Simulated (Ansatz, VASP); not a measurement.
One calculation of BN, two programs

```
CELL_PARAMETERS angstrom
0.00000 1.65200 1.65200
1.65200 0.00000 1.65200
1.65200 1.65200 0.00000
ATOMIC_POSITIONS crystal
B 0.00000 0.00000 0.00000
N 0.25000 0.25000 0.25000
```

Alike in both runs: task single point; functional PBEsol; k mesh 12 × 12 × 12; occupations gaussian, width 0.02 eV; no spin polarisation.

|  | VASP | Ansatz |
| --- | --- | --- |
| version | VASP 6.6.1 | Ansatz 0.2.0 |
| potentials or method | VASP PAW PBE potentials, release 64 (B, N), cutoff 600 eV | scalar-relativistic, plane waves, PAW |
| valence electrons in the cell | 8 | 8 |

|  | VASP | Ansatz | Ansatz less VASP |
| --- | --- | --- | --- |
| gap on the k mesh at the Fermi level (eV) | 4.52 | 4.55 | +0.025 |
| least direct gap on the mesh (eV) | 10.03 | 10.05 | +0.017 |

VASP's potentials were made for PBE, not for PBEsol. With one functional, cell and mesh, what is left measures potentials, basis and numerics.
